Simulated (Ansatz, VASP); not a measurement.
# Two plane-wave programs on TeOs

INCAR

```
PREC = Accurate ; ENCUT = 520
EDIFF = 1E-6 ; ISMEAR = 0
SIGMA = 0.05 ; LREAL = F
LASPH = T ; NELM = 150
ALGO = Normal ; ISIF = 2
LWAVE = F ; LCHARG = T
ISPIN = 2 ; MAGMOM = 1 0
LORBIT = 11 ; LMAXMIX = 4
GGA = PE ; LELF = T
LVHAR = T ; NBANDS = 18
```

The input KPOINTS:

```
Automatic mesh
0
Gamma
  10 10 10
```

Contents of POSCAR:

```
TeOs
1.0
    0.0000000000      2.7330707412      2.7330707412
    2.7330707412      0.0000000000      2.7330707412
    2.7330707412      2.7330707412      0.0000000000
Os Te
1 1
Direct
    0.5000000000      0.5000000000      0.5000000000
    0.0000000000      0.0000000000      0.0000000000
```

Input for Ansatz:

```yaml
crystal:
  lattice:
    - [0.0, 2.7330707412, 2.7330707412]
    - [2.7330707412, 0.0, 2.7330707412]
    - [2.7330707412, 2.7330707412, 0.0]
  atoms:
    - { symbol: Os, position: [0.5, 0.5, 0.5], spin: 1.0 }
    - { symbol: Te, position: [0.0, 0.0, 0.0] }
basis:
  ecutwfc: 420
  ecutrho_ratio: 4
kpoints:
  mp_grid: { grid: [10, 10, 10] }
hamiltonian:
  xc: pbe
scf:
  occupations: { method: gaussian, width: 0.05 }
  initial_density: { chi_scale: 0.0 }
output:
  forces: true
  stress: true
magnetization:
  spin_polarized: true
```

Alike in both runs: task single point; functional PBE; k mesh 10 × 10 × 10; occupations gaussian, width 0.05 eV; collinear spin.

```csv
,VASP,Ansatz
version,VASP 6.6.1,Ansatz 0.2.0
potentials or method,"VASP PAW PBE potentials, release 64 (Os, Te), cutoff 520 eV","scalar-relativistic, plane waves, PAW"
valence electrons in the cell,14,32
```

|  | VASP | Ansatz | Ansatz less VASP |
| --- | --- | --- | --- |
| pressure (GPa) | 0.0 | 0.0 | +0.02 |
| net moment per atom (μB) | 0.00 | 0.00 | 0.000 |

With one functional, cell and mesh, what is left measures potentials, basis and numerics. VASP's potentials hold 14 valence electrons a cell and Ansatz's 32, so a difference there can come from the potentials and not from the codes. Ansatz's warnings: seeded moment not kept.

Spin-orbit coupling is off throughout.
